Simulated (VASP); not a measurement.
Crystal: BN (Qingsongite).

```
B N
1.0
     0.00000    1.83930    1.83930
     1.83930    0.00000    1.83930
     1.83930    1.83930    0.00000
B N
1 1
Cartesian
  0.0000 0.0000 0.0000
  0.9196 0.9196 0.9196
```

This cell differs from its parent crystal: strain +1.9%.

Base run:

- Program: VASP 6.6.1
- Functional: HSE06
- Potentials or basis: VASP PAW PBE potentials, release 64 (B, N)
- Cutoff: 520 eV
- k mesh: 8 × 8 × 8
- Occupations: gaussian, width 0.01 eV
- Spin: no spin polarisation

Its results: band gap on the k mesh 5.70 eV, indirect (least direct gap 10.28 eV); pressure -23.9 GPa.

Question: The run is repeated on the same cell with these changes: functional from HSE06 to r2SCAN; k mesh from 8 × 8 × 8 to 12 × 12 × 12. What comes out?

Answer: Band gap on the k mesh 4.91 eV, indirect (least direct gap 9.27 eV); pressure -19.1 GPa.

Several settings changed at once, so the effect can't be laid on one alone.

Caveats: the PAW data sets were made with another functional, which shifts forces and pressure a little.

A k mesh can miss the band edges.
